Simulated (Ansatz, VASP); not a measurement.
**Co in VASP and in Ansatz**

File INCAR:

```
PREC = Accurate
ENCUT = 520
EDIFF = 1E-7
ISMEAR = -1
SIGMA = 0.03
LREAL = False
LASPH = True
NELM = 150
ALGO = Normal
ISIF = 2
LWAVE = False
LCHARG = False
ISPIN = 2
MAGMOM = 2 2
LORBIT = 11
LMAXMIX = 4
NBANDS = 20
```

Contents of KPOINTS:

```
regular mesh
0
Gamma
  17 17 9
```

POSCAR

```
Co
1.0
    2.5125316956      0.0000000000      0.0000000000
   -1.2562658478      2.1759162762      0.0000000000
    0.0000000000      0.0000000000      4.0870761931
Co
2
Direct
    0.3333333333      0.6666666667      0.2500000000
    0.6666666667      0.3333333333      0.7500000000
```

Input for Ansatz:

```yaml
crystal:
  lattice:
    - [2.5125316956, 0.0, 0.0]
    - [-1.2562658478, 2.1759162762, 0.0]
    - [0.0, 0.0, 4.0870761931]
  atoms:
    - { symbol: Co, position: [0.3333333333, 0.6666666667, 0.25], spin: 2.0 }
    - { symbol: Co, position: [0.6666666667, 0.3333333333, 0.75], spin: 2.0 }
magnetization:
  spin_polarized: true
kpoints:
  mp_grid: { grid: [17, 17, 9] }
scf:
  occupations: { method: fermi_dirac, width: 0.03 }
hamiltonian:
  xc: lda
  pseudopotentials: { kind: all_electron, lapw: { basis_error: 0.001 } }
output:
  forces: true
  stress: true
  eigenvalues: true
```

Change from the starting cell: volume scaled by 1.05.

Alike in both runs: task single point; functional LDA; k mesh 17 × 17 × 9; occupations fermi-dirac, width 0.03 eV; collinear spin.

|  | VASP | Ansatz |
| --- | --- | --- |
| version | VASP 6.6.1 | Ansatz 0.2.0 |
| potentials or method | VASP PAW LDA potentials, release 64 (Co), cutoff 520 eV | all-electron LAPW, scalar-relativistic |

Ansatz gave:

- pressure (GPa): -22.9
- traceless stress, the component that is largest in VASP (GPa): -1.58
- net moment per atom (μB): 1.61
- size of the moment on the site where the two differ most (μB): 1.65

**Question.** Estimate VASP's values.

**Answer.** Pressure (GPa): -23.5; traceless stress, the component that is largest in VASP (GPa): -1.67; net moment per atom (μB): 1.58; size of the moment on the site where the two differ most (μB): 1.59.

LDA's correlation is that of Perdew and Zunger in VASP and of Perdew and Wang (1992) in Ansatz. Site moments also hang on the region over which each program counts them. Ansatz ran all-electron here, and VASP with PAW potentials.
